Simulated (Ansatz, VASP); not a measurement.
Two plane-wave programs on Si3As2

File INCAR:

```
SYSTEM = Si3As2
ALGO = Normal
EDIFF = 1E-7
ENCUT = 520
GGA = PE
ISIF = 2
ISMEAR = 0
LASPH = .True.
LCHARG = .False.
LREAL = .False.
LWAVE = .False.
NBANDS = 19
NELM = 100
PREC = Accurate
SIGMA = 0.1
```

Contents of KPOINTS:

```
k-points
0
Gamma
  4 4 4
  0 0 0
```

File POSCAR:

```
Si3As2
1.0
    4.7198403100      0.0000000000      0.0000000000
    0.0000000000      4.7198403100      0.0000000000
    0.0000000000      0.0000000000      4.7198403100
Si As
3 2
Direct
    0.0000000000      0.5000000000      0.5000000000
    0.5000000000      0.0000000000      0.5000000000
    0.5000000000      0.5000000000      0.0000000000
    0.0000000000      0.0000000000      0.0000000000
    0.5000000000      0.5000000000      0.5000000000
```

Input for Ansatz:

```yaml
crystal:
  lattice:
    - [4.71984031, 0.0, 0.0]
    - [0.0, 4.71984031, 0.0]
    - [0.0, 0.0, 4.71984031]
  atoms:
    - { symbol: Si, position: [0.0, 0.5, 0.5] }
    - { symbol: Si, position: [0.5, 0.0, 0.5] }
    - { symbol: Si, position: [0.5, 0.5, 0.0] }
    - { symbol: As, position: [0.0, 0.0, 0.0] }
    - { symbol: As, position: [0.5, 0.5, 0.5] }
basis:
  ecutwfc: 420
kpoints:
  mp_grid: { grid: [4, 4, 4] }
hamiltonian:
  xc: pbe
scf:
  occupations: { method: gaussian, width: 0.1 }
  lower_state_search: "off"
output:
  forces: true
  stress: true
  eigenvalues: true
```

Alike in both runs: task single point; functional PBE; k mesh 4 × 4 × 4; occupations gaussian, width 0.1 eV; no spin polarisation.

|  | VASP | Ansatz |
| --- | --- | --- |
| version | VASP 6.6.1 | Ansatz 0.2.0 |
| potentials or method | VASP PAW PBE potentials, release 64 (Si, As), cutoff 520 eV | scalar-relativistic, plane waves, PAW |
| valence electrons in the cell | 22 | 42 |

```tsv
	VASP	Ansatz	Ansatz less VASP
gap on the k mesh at the Fermi level (eV)	none	none	-
pressure (GPa)	1.2	1.0	-0.23
```

A gap of «none» marks a metal or a gap that the smearing closes. VASP's potentials hold 22 valence electrons a cell and Ansatz's 42, so a difference there can come from the potentials and not from the codes.
